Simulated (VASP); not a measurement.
Set up this calculation in VASP 6.6.1, as the native input.

```
Task                   : single point
Functional             : PBE
Potentials or basis    : VASP PAW PBE potentials, release 64 (La, Cd, K_sv, O)
Cutoff                 : 520 eV
k mesh                 : 3 × 3 × 3
Occupations            : methfessel-paxton, width 0.0523 eV
Spin                   : no spin polarisation
Dipole correction      : no
Further INCAR settings : ALGO = Normal; EDIFF = 1e-06; NBANDS = 62
```

The structure of KLaCdO3 lies in POSCAR:

```
KLaCdO3
1.0
    6.2644520000     -0.3693070000     -1.3601340000
   -0.0716410000      6.3005750000     -0.5546470000
    0.0960250000      0.1820490000      6.0353430000
La Cd K O
2 2 2 6
Direct
    0.3479839947      0.0282378481      0.4388227646
    0.7490771435      0.6503110810      0.6851874668
    0.4864752265      0.4460689854      0.2216414743
    0.0274562296      0.4851877890      0.3264160965
    0.8090181539      0.9169374729      0.2047896393
    0.9522699731      0.1513439623      0.7486060431
    0.0669920435      0.7468156795      0.0411890811
    0.0210032421      0.8068681501      0.5092219651
    0.3346661400      0.0463129047      0.8287418146
    0.5742748289      0.3210324643      0.6079769474
    0.6935847209      0.3415848409      0.0061784671
    0.1687091158      0.5168994512      0.9773396035
```

These files were run (other wordings do the same):

INCAR

```
SYSTEM = KLaCdO3
PREC     = Accurate       ! precision mode
ENCUT    = 520            ! plane-wave cutoff, eV
EDIFF    = 1E-6           ! SCF threshold, eV
ISMEAR   = 1              ! smearing method
SIGMA    = 0.0523         ! smearing width, eV
LREAL    = .False.        ! projectors in reciprocal space
LASPH    = .True.         ! aspherical terms in the spheres
NELM     = 100            ! most SCF steps
ALGO     = Normal         ! electronic algorithm
ISIF     = 2              ! what is computed and relaxed
LWAVE    = .False.        ! write WAVECAR
LCHARG   = .False.        ! write CHGCAR
GGA      = PE             ! functional
NBANDS   = 62             ! bands
```

KPOINTS

```
Automatic mesh
0
Gamma
  3 3 3
  0 0 0
```

Potentials or basis: VASP PAW PBE potentials, release 64 (La, Cd, K_sv, O).

Run with:

```sh
$ cat potpaw_PBE.64/La/POTCAR potpaw_PBE.64/Cd/POTCAR potpaw_PBE.64/K_sv/POTCAR potpaw_PBE.64/O/POTCAR > POTCAR
$ mpirun -np 1 vasp_std > vasp.out
```

Results of the run:

```yaml
Pressure: -1.7 GPa
Largest_force: 3.651 eV/Å
Band_gap_on_the_k_mesh: 0.08 eV (least direct gap 0.14 eV)
```

Caveat: spin-orbit coupling is left out, which moves the levels of the heavy elements.

Run time: 4.8 min on 1 thread of Intel(R) Xeon(R) Platinum 8488C (Sapphire Rapids), with other jobs on the host, peak memory 0.44 GiB.
